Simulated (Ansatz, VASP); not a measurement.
## GaO: VASP beside Ansatz

INCAR

```
PREC     = Accurate       # precision mode
ENCUT    = 600            # plane-wave cutoff, eV
EDIFF    = 1E-6           # SCF threshold, eV
ISMEAR   = 0              # smearing method
SIGMA    = 0.1            # smearing width, eV
LREAL    = F              # projectors in reciprocal space
LASPH    = T              # aspherical terms in the spheres
NELM     = 80             # most SCF steps
ALGO     = Normal         # electronic algorithm
ISIF     = 3              # what is computed and relaxed
LWAVE    = F              # write WAVECAR
LCHARG   = F              # write CHGCAR
GGA      = PE             # functional
IBRION   = 2              # ionic algorithm
NSW      = 90             # ionic steps
EDIFFG   = -0.04          # ionic threshold
```

Contents of KPOINTS:

```
regular mesh
0
Gamma
  6 6 4
```

File POSCAR:

```
GaO
1.0
    3.4327038954      0.0000000000      0.0000000000
   -1.7163519477      2.9728087770      0.0000000000
    0.0000000000      0.0000000000      6.7806802984
Ga O
2 2
Direct
    0.3333333333      0.6666666667      0.2500000000
    0.6666666667      0.3333333333      0.7500000000
    0.3333333333      0.6666666667      0.7500000000
    0.6666666667      0.3333333333      0.2500000000
```

Input for Ansatz:

```yaml
crystal:
  lattice:
    - [3.4327038954, 0.0, 0.0]
    - [-1.7163519477, 2.972808777, 0.0]
    - [0.0, 0.0, 6.7806802984]
  atoms:
    - { symbol: Ga, position: [0.3333333333, 0.6666666667, 0.25] }
    - { symbol: Ga, position: [0.6666666667, 0.3333333333, 0.75] }
    - { symbol: O, position: [0.3333333333, 0.6666666667, 0.75] }
    - { symbol: O, position: [0.6666666667, 0.3333333333, 0.25] }
basis:
  ecutwfc: 420
kpoints:
  mp_grid: { grid: [6, 6, 4] }
hamiltonian:
  xc: pbe
scf:
  occupations: { method: gaussian, width: 0.1 }
  lower_state_search: "off"
output:
  forces: true
  stress: true
  eigenvalues: true
relax:
  adjacent_minimum: "off"
  f_tol: 0.04
  max_steps: 70
  cell: { stress_tol: 0.4 }
```

Change from the starting cell: species swapped into the BN type (P6_3/mmc, No. 194).

Alike in both runs: task relaxation of cell and atoms; functional PBE; k mesh 6 × 6 × 4; occupations gaussian, width 0.1 eV; no spin polarisation.

|  | VASP | Ansatz |
| --- | --- | --- |
| version | VASP 6.6.1 | Ansatz 0.2.0 |
| potentials or method | VASP PAW PBE potentials, release 64 (Ga_d, O), cutoff 600 eV | scalar-relativistic, plane waves, PAW |
| valence electrons in the cell | 38 | 38 |

|  | VASP | Ansatz | Ansatz less VASP |
| --- | --- | --- | --- |
| gap on the k mesh at the Fermi level, each at its own relaxed structure (eV) | none | none | - |
| relaxed volume (Å³/atom) | 17.45 | 17.30 | -0.152 |
| relaxed cell length with the largest relative difference (Å) | 3.448 | 3.433 | -0.0151 |

A gap of «none» marks a metal or a gap that the smearing closes.
